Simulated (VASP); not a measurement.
Zr: single point with PBE

Cluster: Zr, in a box.

```
Zr
1.0
     8.98200    0.00000    0.00000
     0.00000    9.08180    0.00000
     0.00000    0.00000    9.18160
Zr
1
Direct
  0.50000 0.50000 0.50000
```

```json
{
  "Program": "VASP 6.6.1",
  "Task": "single point",
  "Functional": "PBE",
  "Potentials or basis": "VASP PAW PBE potentials, release 64 (Zr_sv)",
  "Cutoff": "400 eV",
  "k mesh": "1 × 1 × 1",
  "Occupations": "fermi-dirac, width 0.1 eV",
  "Spin": "collinear spin, ferromagnetic start",
  "Starting moments": "[2.5] μB"
}
```

| Quantity | Value |
| --- | --- |
| Gap between the frontier levels | 0.12 eV |
| Net moment | 3.50 μB per cell |
| Site moments | Zr +1.93 μB |
| Valence electrons inside the program's atomic spheres | Zr 9.84 |

Levels at points of the mesh, in eV from the valence-band top:
Spin up:
| k point | band 7 | band 8 | band 9 | band 10 | band 11 | band 12 | band 13 | band 14 |
| --- | --- | --- | --- | --- | --- | --- | --- | --- |
| (0.00, 0.00, 0.00) | -0.02 | -0.02 | 0.00 | 0.00 | 1.80 | 1.81 | 1.83 | 2.59 |
Spin down:
```tsv
k point	band 1	band 2	band 3	band 4	band 5	band 6	band 7	band 8	band 9
(0.00, 0.00, 0.00)	-48.76	-26.71	-26.71	-26.70	0.12	1.68	1.68	1.75	1.75
```

Run time: 88 s on 1 thread of Intel(R) Xeon(R) Platinum 8488C (Sapphire Rapids), on a shared host, peak memory 0.61 GiB.
